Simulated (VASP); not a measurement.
Ga16O25 (a cell with a defect), 41 atoms in the cell. The cell holds a defect, 41 atoms: a = 5.399 Å, b = 10.798 Å, c = 10.798 Å, α = 55.86°, β = 55.86°, γ = 55.86°. 

- Program: VASP 6.6.1
- Task: single point
- Functional: PBE
- Potentials or basis: VASP PAW PBE potentials, release 64 (Ga_d, O)
- Cutoff: 520 eV
- k mesh: 1 × 1 × 1, shifted
- Occupations: gaussian, width 0.01 eV
- Spin: collinear spin
- Fixed moment: 1 μB
- Dipole correction: no
- Charge: 1
- Further INCAR settings: LREAL = Auto; ALGO = Normal; EDIFF = 1e-06; NBANDS = 209; NELECT = 357.0

Potentials or basis: VASP PAW PBE potentials, release 64 (Ga_d, O).

Run with:

```sh
$ cat potpaw_PBE.64/Ga_d/POTCAR potpaw_PBE.64/O/POTCAR > POTCAR
$ mpirun -np 1 vasp_std > vasp.out
```

Hardware: 1 thread of Intel(R) Xeon(R) Platinum 8375C CPU @ 2.90GHz (Ice Lake), with other jobs on the host.

Estimate the wall time of this run.

Wall time 10 min on 1 thread of Intel(R) Xeon(R) Platinum 8375C CPU @ 2.90GHz (Ice Lake) (shared host), peak memory 0.8 GiB. Counts: scf iterations 20, k points 1.
